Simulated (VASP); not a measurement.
Input of a VASP 6.6.1 run:

The input POSCAR:

```
MgO
1.0
    0.2679004103      2.2771534873      2.2771534873
    2.2771534873      0.2679004103      2.2771534873
    2.2771534873      2.2771534873      0.2679004103
Mg O
1 1
Direct
    0.0000000000      0.0000000000      0.0000000000
    0.5000000000      0.5000000000      0.5000000000
```

INCAR.step1

```
SYSTEM = MgO
ALGO     = Normal         ! electronic algorithm
EDIFF    = 1E-5           ! SCF threshold, eV
ENCUT    = 920            ! plane-wave cutoff, eV
GGA      = PE             ! functional
GGA_COMPAT= .FALSE.      
ISMEAR   = 0              ! smearing method
LASPH    = .TRUE.         ! aspherical terms in the spheres
LCHARG   = .FALSE.        ! write CHGCAR
LREAL    = .FALSE.        ! projectors in reciprocal space
LWAVE    = .TRUE.         ! write WAVECAR
NBANDS   = 15             ! bands
NELM     = 120            ! most SCF steps
PREC     = Accurate       ! precision mode
SIGMA    = 0.05           ! smearing width, eV
```

INCAR.step2

```
SYSTEM = MgO
ALGO     = Normal         ! electronic algorithm
EDIFF    = 1E-6           ! SCF threshold, eV
ENCUT    = 920            ! plane-wave cutoff, eV
GGA_COMPAT= .FALSE.      
ISIF     = 2              ! what is computed and relaxed
ISMEAR   = 0              ! smearing method
ISTART   = 1            
LASPH    = .TRUE.         ! aspherical terms in the spheres
LCHARG   = .FALSE.        ! write CHGCAR
LMIXTAU  = .TRUE.       
LREAL    = .FALSE.        ! projectors in reciprocal space
LWAVE    = .FALSE.        ! write WAVECAR
METAGGA  = R2SCAN         ! meta-GGA
NBANDS   = 15             ! bands
NELM     = 120            ! most SCF steps
PREC     = Accurate       ! precision mode
SIGMA    = 0.05           ! smearing width, eV
```

File KPOINTS:

```
k-points
0
G
  10 10 10
  0 0 0
```

Potentials or basis: VASP PAW PBE potentials, release 64 (Mg_sv, O).

Run with:

```bash
$ cat potpaw_PBE.64/Mg_sv/POTCAR potpaw_PBE.64/O/POTCAR > POTCAR
$ cp INCAR.step1 INCAR
$ mpirun -np 1 vasp_std > vasp.out
$ cp INCAR.step2 INCAR
$ mpirun -np 1 vasp_std > vasp.out
```

Problem. Predict the pressure.

Solution. -5.7 GPa.

Problem. Estimate the band gap on the k mesh.

Solution. 3.88 eV.

Stress tensor (GPa, compression positive):
```
 -5.72 -22.41 -22.41
-22.41  -5.72 -22.41
-22.41 -22.41  -5.72
```

Caveat: the cell stands under tension; the PAW data sets were made with another functional, which shifts forces and pressure a little.
